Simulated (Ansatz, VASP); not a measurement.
This is a calculation of Rb for Ansatz 0.2.0.

input.yaml

```yaml
crystal:
  lattice:
    - [5.605, 0.0, 0.0]
    - [0.0, 5.605, 0.0]
    - [0.0, 0.0, 5.605]
  atoms:
    - { symbol: Rb, position: [0.0, 0.0, 0.0] }
    - { symbol: Rb, position: [0.5, 0.5, 0.5] }
kpoints:
  mp_grid: { grid: [4, 4, 4] }
scf:
  occupations: { method: fermi_dirac, width: 0.02 }
hamiltonian:
  xc: pbe
  pseudopotentials: { kind: all_electron, lapw: { basis_error: 0.003 } }
output:
  forces: true
  stress: true
  eigenvalues: true
```

Potentials or basis: all-electron LAPW, scalar-relativistic.

Run with:

```bash
$ ansatz run input.yaml --threads 1 --pin off --max-ram 3072MiB --backend cpu --events-out ev --progress --plain --runs-dir out
```

Problem. Set up the same calculation for VASP 6.6.1. Potentials there: VASP PAW PBE potentials, release 64 (Rb_sv).

Solution. As run (the cutoff follows the program's own potentials):

INCAR

```
PREC = Accurate
ENCUT = 500
EDIFF = 1E-6
ISMEAR = -1
SIGMA = 0.02
LREAL = F
LASPH = T
NELM = 120
ALGO = Normal
ISIF = 2
LWAVE = F
LCHARG = F
GGA = PE
NBANDS = 16
GGA_COMPAT = F
```

Contents of KPOINTS:

```
regular mesh
0
Gamma
  4 4 4
```

Contents of POSCAR:

```
Rb
1.0
    5.6050000000      0.0000000000      0.0000000000
    0.0000000000      5.6050000000      0.0000000000
    0.0000000000      0.0000000000      5.6050000000
Rb
2
Direct
    0.0000000000      0.0000000000      0.0000000000
    0.5000000000      0.5000000000      0.5000000000
```

Potentials or basis: VASP PAW PBE potentials, release 64 (Rb_sv).

The run is started by

```console
$ cat potpaw_PBE.64/Rb_sv/POTCAR > POTCAR
$ mpirun -np 1 vasp_std > vasp.out
```

Both were run:

|  | VASP | Ansatz | Ansatz less VASP |
| --- | --- | --- | --- |
| gap on the k mesh at the Fermi level (eV) | none | none | - |
| pressure (GPa) | 0.1 | 0.1 | 0.00 |

A gap of «none» marks a metal or a gap that the smearing closes. Ansatz ran all-electron here, and VASP with PAW potentials.

Noted on Ansatz's run: the k mesh is thin for a metal, which can move the energy by tens of meV per atom.
